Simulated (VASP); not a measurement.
Write the native input for VASP 6.6.1 that does the following.

```
Task                   : single point
Functional             : r2SCAN
Potentials or basis    : VASP PAW PBE potentials, release 64 (Al, N)
Cutoff                 : 520 eV
k mesh                 : 12 × 12 × 6
Occupations            : gaussian, width 0.01 eV
Spin                   : no spin polarisation
Dipole correction      : no
Further INCAR settings : ALGO = Normal; EDIFF = 1e-06; NBANDS = 16
```

Crystal: AlN.

```
Al N
1.0
     3.29235    0.00000    0.00000
    -1.64617    2.85126    0.00000
     0.00000    0.00000    4.13696
Al N
2 2
Direct
  0.33333 0.66667 0.25000
  0.66667 0.33333 0.75000
  0.66667 0.33333 0.25000
  0.33333 0.66667 0.75000
```

The input as run:

POSCAR

```
AlN
1.0
    3.2923469533      0.0000000000      0.0000000000
   -1.6461734767      2.8512560996      0.0000000000
    0.0000000000      0.0000000000      4.1369585597
Al N
2 2
Direct
    0.3333333333      0.6666666667      0.2500000000
    0.6666666667      0.3333333333      0.7500000000
    0.6666666667      0.3333333333      0.2500000000
    0.3333333333      0.6666666667      0.7500000000
```

INCAR.step1

```
SYSTEM = AlN
  ALGO = Normal
  EDIFF = 1E-4
  ENCUT = 520
  GGA = PE
  ISMEAR = 0
  LASPH = .True.
  LCHARG = .False.
  LREAL = .False.
  LWAVE = .True.
  NBANDS = 16
  NELM = 100
  PREC = Accurate
  SIGMA = 0.01
```

INCAR.step2

```
SYSTEM = AlN
  ALGO = Normal
  EDIFF = 1E-6
  ENCUT = 520
  ISIF = 2
  ISMEAR = 0
  ISTART = 1
  LASPH = .True.
  LCHARG = .False.
  LMIXTAU = .True.
  LREAL = .False.
  LWAVE = .False.
  METAGGA = R2SCAN
  NBANDS = 16
  NELM = 100
  PREC = Accurate
  SIGMA = 0.01
```

KPOINTS

```
k-points
0
Gamma
  12 12 6
  0 0 0
```

Potentials or basis: VASP PAW PBE potentials, release 64 (Al, N).

Launch:

```console
$ cat potpaw_PBE.64/Al/POTCAR potpaw_PBE.64/N/POTCAR > POTCAR
$ cp INCAR.step1 INCAR
$ mpirun -np 1 vasp_std > vasp.out
$ cp INCAR.step2 INCAR
$ mpirun -np 1 vasp_std > vasp.out
```

It gave:

The pressure is -0.6 GPa and the band gap on the k mesh is 4.06 eV, direct.

Caveat: the PAW data sets were made with another functional, which shifts forces and pressure a little.

Wall time 84 s on 1 thread of Intel(R) Xeon(R) Platinum 8259CL CPU @ 2.50GHz (Skylake/Cascade Lake), with other jobs on the host, peak memory 0.17 GiB.
